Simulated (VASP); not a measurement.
NaCl:

```
Na Cl
1.0
     0.00000    2.91435    2.91435
     2.91435    0.00000    2.91435
     2.91435    2.91435    0.00000
Na Cl
1 1
Direct
  0.25000 0.25000 0.25000
  0.50000 0.50000 0.50000
```

```yaml
Program: VASP 6.6.1
Task: relaxation of cell and atoms
Functional: PBE
Potentials_or_basis: VASP PAW PBE potentials, release 64 (Na_pv, Cl)
Cutoff: 600 eV
k_mesh: 6 × 6 × 6
Occupations: gaussian, width 0.1 eV
Spin: no spin polarisation
```

At the start: pressure 5.8 GPa; volume 24.75 Å³/atom.

Problem. How do energy, volume and symmetry change on relaxing?

Solution. Over 4 steps the energy falls by 86.2 meV/atom and the volume is 30.50 Å³/atom (+23.2 %); space group F-43m (No. 216, to 0.05 Å).

Step by step:
```tsv
step	energy change (eV)	largest force (eV/Å)	pressure (GPa)	volume (Å³)
1	0.0000	0.0000	5.76	49.51
2	-0.1475	0.0000	1.74	56.16
3	-0.1711	0.0000	0.38	59.87
4	-0.1725	0.0000	0.04	61.01
```

Final structure:
```cif
data_structure
_symmetry_space_group_name_H-M 'P 1'
_symmetry_Int_Tables_number 1
_cell_length_a 4.4188
_cell_length_b 4.4188
_cell_length_c 4.4188
_cell_angle_alpha 60.000
_cell_angle_beta 60.000
_cell_angle_gamma 60.000
_cell_volume 61.01
loop_
_atom_site_label
_atom_site_type_symbol
_atom_site_fract_x
_atom_site_fract_y
_atom_site_fract_z
_atom_site_occupancy
Na1 Na 0.25000 0.25000 0.25000 1
Cl1 Cl 0.50000 0.50000 0.50000 1
```

Caveat: the volume moved by over 15 % at a fixed basis, so the end points are rough.
